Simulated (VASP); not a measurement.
# SiC (F-43m) in VASP: further runs

SiC is run at these levels: PBEsol; tasks: single point, relaxation of cell and atoms.

Everything below comes from runs of VASP 6.6.1. Logs are shortened: lines on timing, memory, paths and dates and some standing lists are left out, and cuts for length are marked.

## 1. The cell of the first run

Symmetry: F-43m, No. 216, cubic system. Conventional cell: a = 4.357 Å, b = 4.357 Å, c = 4.357 Å, α = 90.00°, β = 90.00°, γ = 90.00°. Within 2.5 Å of Si (site symmetry -43m) lie 4 C at 1.89 Å. C (site symmetry -43m) has 4 Si at 1.89 Å within 2.5 Å.

## 2. Single point, PBEsol

File INCAR:

```
SYSTEM = SiC
  PREC = Accurate
  ENCUT = 600
  EDIFF = 1E-6
  ISMEAR = 0
  SIGMA = 0.01
  LREAL = .FALSE.
  LASPH = .TRUE.
  NELM = 120
  ALGO = Normal
  ISIF = 2
  LWAVE = .FALSE.
  LCHARG = .FALSE.
  GGA = PS
  NBANDS = 26
  GGA_COMPAT = .FALSE.
```

File KPOINTS:

```
regular mesh
0
G
  8 8 8
  0 0 0
```

File POSCAR:

```
SiC
1.0
    4.3567947627      0.0000000000      0.0000000000
    0.0000000000     -4.3567947627      0.0000000000
    0.0000000000      0.0000000000     -4.3567947627
Si C
4 4
Direct
    0.2500000000      0.2500000000      0.2500000000
    0.7500000000      0.7500000000      0.2500000000
    0.7500000000      0.2500000000      0.7500000000
    0.2500000000      0.7500000000      0.7500000000
    0.0000000000      1.0000000000      1.0000000000
    0.5000000000      0.5000000000      1.0000000000
    0.5000000000      1.0000000000      0.5000000000
    0.0000000000      0.5000000000      0.5000000000
```

Potentials or basis: VASP PAW PBE potentials, release 64 (Si, C).

On the command line:

```bash
$ cat potpaw_PBE.64/Si/POTCAR potpaw_PBE.64/C/POTCAR > POTCAR
$ mpirun -np 1 vasp_std > vasp.out
```

OUTCAR:

```text
SYSTEM = SiC
   PREC = Accurate
   ENCUT = 600
   EDIFF = 1E-6
   ISMEAR = 0
   LREAL = .FALSE.
   LASPH = .TRUE.
   NELM = 120
   ISIF = 2
   GGA = PS

 ion  position               nearest neighbor table
   1  0.250  0.250  0.250-   5 1.89   6 1.89   7 1.89   8 1.89   3 3.08   4 3.08   2 3.08   3 3.08
                             4 3.08   2 3.08   4 3.08   4 3.08   2 3.08   3 3.08   3 3.08   2 3.08
   2  0.750  0.750  0.250-   5 1.89   6 1.89   7 1.89   8 1.89   3 3.08   4 3.08   1 3.08   3 3.08
                             4 3.08   1 3.08   3 3.08   3 3.08   1 3.08   4 3.08   4 3.08   1 3.08
   3  0.750  0.250  0.750-   5 1.89   6 1.89   7 1.89   8 1.89   2 3.08   4 3.08   1 3.08   1 3.08
                             2 3.08   2 3.08   4 3.08   2 3.08   1 3.08   4 3.08   1 3.08   4 3.08
   4  0.250  0.750  0.750-   5 1.89   6 1.89   7 1.89   8 1.89   2 3.08   3 3.08   1 3.08   1 3.08
                             2 3.08   1 3.08   3 3.08   1 3.08   2 3.08   3 3.08   2 3.08   3 3.08
   5  0.000  0.000  0.000-   1 1.89   2 1.89   3 1.89   4 1.89
   6  0.500  0.500  0.000-   1 1.89   2 1.89   3 1.89   4 1.89
   7  0.500  0.000  0.500-   1 1.89   2 1.89   3 1.89   4 1.89
   8  0.000  0.500  0.500-   1 1.89   2 1.89   3 1.89   4 1.89

  LATTYP: Found a simple cubic cell.
 ALAT       =     4.3567947627

  Lattice vectors:

 A1 = (   4.3567947627,   0.0000000000,   0.0000000000)
 A2 = (   0.0000000000,  -4.3567947627,   0.0000000000)
 A3 = (   0.0000000000,   0.0000000000,  -4.3567947627)

Analysis of symmetry for initial positions (statically):
=====================================================================
 Subroutine PRICEL returns following result:

  LATTYP: Found a face centered cubic cell.
 ALAT       =     4.3567947627

  Lattice vectors:

 A1 = (   2.1783973813,   2.1783973813,   0.0000000000)
 A2 = (   2.1783973813,   0.0000000000,  -2.1783973813)
 A3 = (   0.0000000000,   2.1783973813,  -2.1783973813)

   4 primitive cells build up your supercell.

 Routine SETGRP: Setting up the symmetry group for a
 simple cubic supercell.

 Subroutine GETGRP returns: Found 24 space group operations
 (whereof 24 operations were pure point group operations)
 out of a pool of 48 trial point group operations.

The static configuration has the point symmetry T_d .

Analysis of symmetry for dynamics (positions and initial velocities):
=====================================================================
 Subroutine PRICEL returns following result:

  LATTYP: Found a face centered cubic cell.
 ALAT       =     4.3567947627

  Lattice vectors:

 A1 = (   2.1783973813,   2.1783973813,   0.0000000000)
 A2 = (   2.1783973813,   0.0000000000,  -2.1783973813)
 A3 = (   0.0000000000,   2.1783973813,  -2.1783973813)

   4 primitive cells build up your supercell.

 Routine SETGRP: Setting up the symmetry group for a
 simple cubic supercell.

 Subroutine GETGRP returns: Found 24 space group operations
 (whereof 24 operations were pure point group operations)
 out of a pool of 48 trial point group operations.

The dynamic configuration has the point symmetry T_d .

 Subroutine INISYM returns: Found 24 space group operations
 (whereof 24 operations are pure point group operations),
 and found     4 'primitive' translations

----------------------------------------------------------------------------------------

                                     Primitive cell

  volume of cell :      20.6748

  direct lattice vectors                    reciprocal lattice vectors
     2.178397381  2.178397381  0.000000000     0.229526534  0.229526534  0.229526534
     2.178397381  0.000000000 -2.178397381     0.229526534 -0.229526534 -0.229526534
     0.000000000  2.178397381 -2.178397381    -0.229526534  0.229526534 -0.229526534

  length of vectors
     3.080719121  3.080719121  3.080719121     0.397551618  0.397551618  0.397551618

  position of ions in fractional coordinates (direct lattice)
     0.750000000  0.750000000  0.750000000
     0.000000000  0.000000000  0.000000000

  ion indices of the primitive-cell ions
   primitive index   ion index
                 1           1
                 2           5

----------------------------------------------------------------------------------------

 KPOINTS: regular mesh

Automatic generation of k-mesh.
 Grid dimensions read from file:
 generate k-points for:    8    8    8

 Generating k-lattice:

  Cartesian coordinates                     Fractional coordinates (reciprocal lattice)
     0.028690817  0.000000000  0.000000000     0.125000000  0.000000000  0.000000000
     0.000000000 -0.028690817  0.000000000     0.000000000  0.125000000  0.000000000
     0.000000000  0.000000000 -0.028690817     0.000000000  0.000000000  0.125000000

  Length of vectors
     0.028690817  0.028690817  0.028690817

  Shift w.r.t. Gamma in fractional coordinates (k-lattice)
     0.000000000  0.000000000  0.000000000

 Subroutine IBZKPT returns following result:
 ===========================================

 Found     35 irreducible k-points:

 Following reciprocal coordinates:
            Coordinates               Weight
  0.000000  0.000000  0.000000      1.000000
  0.125000  0.000000  0.000000      6.000000
  0.250000  0.000000  0.000000      6.000000
  0.375000  0.000000  0.000000      6.000000
  0.500000  0.000000  0.000000      3.000000
  0.125000  0.125000  0.000000     12.000000
[... 16 lines left out ...]
  0.375000  0.375000  0.125000     24.000000
  0.500000  0.375000  0.125000     24.000000
 [... further k-points ...]
   k-points           NKPTS =     35   k-points in BZ     NKDIM =     35   number of bands    NBANDS=     26
   number of dos      NEDOS =    301   number of ions     NIONS =      8
   total plane-waves  NPLWV =  46656
   dimension x,y,z NGX =    36 NGY =   36 NGZ =   36
   dimension x,y,z NGXF=    72 NGYF=   72 NGZF=   72
   ions per type =               4   4
   NGX,Y,Z   is equivalent  to a cutoff of  13.74, 13.74, 13.74 a.u.
   NGXF,Y,Z  is equivalent  to a cutoff of  27.47, 27.47, 27.47 a.u.
 SYSTEM =  SiC
   PREC   = accura    normal or accurate (medium, high low for compatibility)
   ISTART =      0    job   : 0-new  1-cont  2-samecut
   ICHARG =      2    charge: 1-file 2-atom 10-const
   ISPIN  =      1    spin polarized calculation?
   LNONCOLLINEAR =      F non collinear calculations
   LSORBIT =      F    spin-orbit coupling
   LASPH  =      T    aspherical Exc in radial PAW
   ENCUT  =  600.0 eV  44.10 Ry    6.64 a.u.   8.70  8.70  8.70*2*pi/ulx,y,z
   NELM   =    120;   NELMIN=  2; NELMDL= -5     # of ELM steps
   EDIFF  = 0.1E-05   stopping-criterion for ELM
   LREAL  =      F    real-space projection
   EDIFFG = 0.1E-04   stopping-criterion for IOM
   NSW    =      0    number of steps for IOM
   IBRION =     -1    ionic relax: 0-MD 1-quasi-New 2-CG
   NFREE  =      0    steps in history (QN), initial steepest desc. (CG)
   ISIF   =      2    stress and relaxation
   ISYM   =      2    0-nonsym 1-usesym 2-fastsym
   POTIM  = 0.5000    time-step for ionic-motion
   TEBEG  =    0.0;   TEEND  =   0.0 temperature during run
   PSTRESS=    0.0 pullay stress
   NELECT =      32.0000    total number of electrons
   NUPDOWN=      -1.0000    fix difference up-down
   EMIN   =  10.00;   EMAX   =-10.00  energy-range for DOS
   EFERMI =   0.00;   METHOD = LEGACY
   ISMEAR =     0;   SIGMA  =   0.01  broadening in eV -4-tet -1-fermi 0-gaus
   EFERMI_NEDOS =   21; number of points for ismear=-14 and -15
   IALGO  =     38    algorithm
   IMIX   =      4    mixing-type and parameters
     AMIX     =   0.40;   BMIX     =  1.00
     AMIX_MAG =   1.60;   BMIX_MAG =  1.00
  volume/ion in A,a.u.               =      10.34        69.76
  Fermi-wavevector in a.u.,A,eV,Ry     =   1.192956  2.254360 19.363047  1.423144
  Thomas-Fermi vector in A             =   2.328982
   LORBIT       =      0    0 simple, 1 ext, 2 COOP (PROOUT), +10 PAW based schemes
   GGA     = PS    functional components
   LHFCALC =     F    Hartree Fock is set to
   AEXX    =    0.0000 exact exchange contribution
   IVDW    =     0    specifies the selected vdW correction
   LEPSILON=     F    determine dielectric tensor
   LRPA    =     F    only Hartree local field effects (RPA)
 non-spin polarized calculation
 Gauss-broadening in eV      SIGMA  =   0.01
  energy-cutoff  :      600.00
  volume of cell :       82.70
 maximum number of plane-waves:      2800
 NGX is ok and might be reduce to    36
   NGX = 17   NGY = 17   NGZ = 17

 number of electron      31.9999998 magnetization

 Free energy of the ion-electron system (eV)
  ---------------------------------------------------
  ext. energy  EPLUGINS =         0.00000000
  ---------------------------------------------------
  free energy    TOTEN  =       -63.66503548 eV

  energy without entropy =      -63.66503548  energy(sigma->0) =      -63.66503548

 E-fermi :   8.1140     XC(G=0): -11.5085

 val. band max:        8.0650942177   @ k =   0.0000   0.0000   0.0000
 cond. band min:       9.2986514459   @ k =   0.0000   0.0000   0.0000
 fundamental gap:      1.2335572282
 Fermi energy:         8.1139568670

 k-point     1 :       0.0000    0.0000    0.0000
  band No.  band energies     occupation
      1      -7.3654      2.00000
      2      -2.2939      2.00000
      3      -2.2939      2.00000
      4      -2.2939      2.00000
      5       0.2295      2.00000
      6       0.2295      2.00000
[... 18 lines left out ...]
     25      15.3139      0.00000
     26      15.3139      0.00000

 k-point     2 :       0.1250    0.0000    0.0000
  band No.  band energies     occupation
      1      -7.2630      2.00000
      2      -2.8730      2.00000
      3      -2.2616      2.00000
      4      -2.2616      2.00000
      5       0.3120      2.00000
      6       0.3120      2.00000
[... 18 lines left out ...]
     25      15.6060      0.00000
[... 608 lines left out ...]
     25      16.9607      0.00000
     26      17.1976      0.00000

 k-point    24 :       0.5000    0.3750    0.1250
  band No.  band energies     occupation
      1      -4.8461      2.00000
      2      -4.8461      2.00000
      3      -3.5715      2.00000
      4      -3.5715      2.00000
      5       0.9279      2.00000
      6       0.9279      2.00000
[... 18 lines left out ...]
     25      16.9176      0.00000
     26      16.9178      0.00000

 [... further k-points ...]
[... 5 lines left out ...]
  --------------------------------------------------------------------------------------
  -------------------------------------------------------------------------------------
  Total        0.1149912      0.1149912      0.1149912      0.0000000      0.0000000     -0.0000000
  in kB        2.2277885      2.2277885      2.2277885      0.0000000      0.0000000     -0.0000000
  external PRESSURE =       2.2277885 kB  Pullay stress =       0.0000000 kB

 VOLUME and BASIS-vectors are now :
 -----------------------------------------------------------------------------
  energy-cutoff  :      600.00
  volume of cell :       82.70
      direct lattice vectors                 reciprocal lattice vectors
     4.356794763  0.000000000  0.000000000     0.229526534  0.000000000  0.000000000
     0.000000000 -4.356794763  0.000000000     0.000000000 -0.229526534  0.000000000
     0.000000000  0.000000000 -4.356794763     0.000000000  0.000000000 -0.229526534

 POSITION                                       TOTAL-FORCE (eV/Angst)
 -----------------------------------------------------------------------------------
      1.08920     -1.08920     -1.08920         0.000000     -0.000000     -0.000000
      3.26760     -3.26760     -1.08920        -0.000000     -0.000000     -0.000000
      3.26760     -1.08920     -3.26760         0.000000     -0.000000     -0.000000
      1.08920     -3.26760     -3.26760         0.000000     -0.000000     -0.000000
      0.00000      0.00000      0.00000         0.000000      0.000000     -0.000000
      2.17840     -2.17840      0.00000        -0.000000      0.000000      0.000000
      2.17840      0.00000     -2.17840         0.000000     -0.000000      0.000000
      0.00000     -2.17840     -2.17840        -0.000000      0.000000     -0.000000
 -----------------------------------------------------------------------------------
    total drift:                                0.000000     -0.000000     -0.000000

  FREE ENERGIE OF THE ION-ELECTRON SYSTEM (eV)
  ---------------------------------------------------
  free  energy   TOTEN  =       -63.6650354813 eV

  energy  without entropy=      -63.6650354813  energy(sigma->0) =      -63.66503548
```

It took 58 s on 1 thread of Intel Xeon 6975P-C, shared host; peak memory 0.24 GiB.

Results:

```
Free energy            : -63.6650 eV
Pressure               : 0.2 GPa
Band gap on the k mesh : 1.23 eV
```

Levels at points of the mesh, in eV from the valence-band top:
| k point | band 14 | band 15 | band 16 | band 17 | band 18 | band 19 |
| --- | --- | --- | --- | --- | --- | --- |
| (0.00, 0.00, 0.00) | 0.00 | 0.00 | 0.00 | 1.23 | 1.23 | 1.23 |
| (0.50, 0.00, 0.00) | -1.95 | -1.95 | -1.95 | 3.96 | 3.96 | 5.12 |
| (0.50, 0.50, 0.00) | -1.19 | -1.19 | -1.19 | 5.43 | 5.43 | 5.43 |
| (0.50, 0.50, 0.50) | -1.06 | -1.06 | -1.06 | 5.38 | 5.38 | 5.38 |

Caveat: the PAW data sets were made with another functional, which shifts forces and pressure a little. A k mesh can miss the band edges.

## 3. Single point, PBEsol

File INCAR:

```
PREC = Accurate ; ENCUT = 600
EDIFF = 1E-6 ; ISMEAR = 0
SIGMA = 0.01 ; LREAL = F
LASPH = T ; NELM = 120
ALGO = Normal ; ISIF = 2
LWAVE = F ; LCHARG = F
GGA = PS ; NBANDS = 26
GGA_COMPAT = F
```

File KPOINTS:

```
Automatic mesh
0
Gamma
  8 8 8
```

POSCAR is that of step 2.

Potentials or basis: VASP PAW PBE potentials, release 64 (Si, C).

On the command line:

```bash
$ cat potpaw_PBE.64/Si/POTCAR potpaw_PBE.64/C/POTCAR > POTCAR
$ mpirun -np 1 vasp_std > vasp.out
```

Run time: 66 s. Hardware: 1 thread of Intel Xeon 6975P-C, shared host; peak memory 0.23 GiB.

It converged, with:

```yaml
Free_energy: -63.6650 eV
Pressure: 0.2 GPa
Band_gap_on_the_k_mesh: 1.23 eV
```

Levels at points of the mesh, in eV from the valence-band top:
| k point | band 14 | band 15 | band 16 | band 17 | band 18 | band 19 |
| --- | --- | --- | --- | --- | --- | --- |
| (0.00, 0.00, 0.00) | 0.00 | 0.00 | 0.00 | 1.23 | 1.23 | 1.23 |
| (0.50, 0.00, 0.00) | -1.95 | -1.95 | -1.95 | 3.96 | 3.96 | 5.12 |
| (0.50, 0.50, 0.00) | -1.19 | -1.19 | -1.19 | 5.43 | 5.43 | 5.43 |
| (0.50, 0.50, 0.50) | -1.06 | -1.06 | -1.06 | 5.38 | 5.38 | 5.38 |

Caveat: the PAW data sets were made with another functional, which shifts forces and pressure a little. A k mesh can miss the band edges.

## 4. Relaxation of cell and atoms, PBEsol

File INCAR:

```
SYSTEM = SiC
PREC     = Accurate       ! precision mode
ENCUT    = 600            ! plane-wave cutoff, eV
EDIFF    = 1E-7           ! SCF threshold, eV
ISMEAR   = 0              ! smearing method
SIGMA    = 0.01           ! smearing width, eV
LREAL    = .FALSE.        ! projectors in reciprocal space
LASPH    = .TRUE.         ! aspherical terms in the spheres
NELM     = 120            ! most SCF steps
ALGO     = Normal         ! electronic algorithm
ISIF     = 3              ! what is computed and relaxed
LWAVE    = .FALSE.        ! write WAVECAR
LCHARG   = .FALSE.        ! write CHGCAR
GGA      = PS             ! functional
IBRION   = 2              ! ionic algorithm
NSW      = 80             ! ionic steps
EDIFFG   = -0.015         ! ionic threshold
GGA_COMPAT= .FALSE.      
NELMIN   = 4
```

File KPOINTS:

```
Automatic mesh
0
G
  8 8 8
  0 0 0
```

POSCAR is that of step 3.

On the command line:

```bash
$ cat potpaw_PBE.64/Si/POTCAR potpaw_PBE.64/C/POTCAR > POTCAR
$ mpirun -np 1 vasp_std > vasp.out
```

It took 57 s on 1 thread of Intel Xeon 6975P-C, shared host; peak memory 0.23 GiB.

It converged, with:

* Free energy: -63.6650 eV
* Pressure after relaxing: 0.2 GPa
* Band gap on the k mesh: 1.23 eV

Final structure:
```
CELL_PARAMETERS angstrom
4.35679 0.00000 0.00000
0.00000 -4.35679 0.00000
0.00000 0.00000 -4.35679
ATOMIC_POSITIONS crystal
Si 0.25000 0.25000 0.25000
Si 0.75000 0.75000 0.25000
Si 0.75000 0.25000 0.75000
Si 0.25000 0.75000 0.75000
C 0.00000 0.00000 0.00000
C 0.50000 0.50000 0.00000
C 0.50000 0.00000 0.50000
C 0.00000 0.50000 0.50000
```

Levels at points of the mesh, in eV from the valence-band top:
```
           k point  band 14  band 15  band 16  band 17  band 18  band 19
(0.00, 0.00, 0.00)     0.00     0.00     0.00     1.23     1.23     1.23
(0.50, 0.00, 0.00)    -1.95    -1.95    -1.95     3.96     3.96     5.12
(0.50, 0.50, 0.00)    -1.19    -1.19    -1.19     5.43     5.43     5.43
(0.50, 0.50, 0.50)    -1.06    -1.06    -1.06     5.38     5.38     5.38
```

Caveat: the relaxation stopped at its first step, so nothing moved; the PAW data sets were made with another functional, which shifts forces and pressure a little.
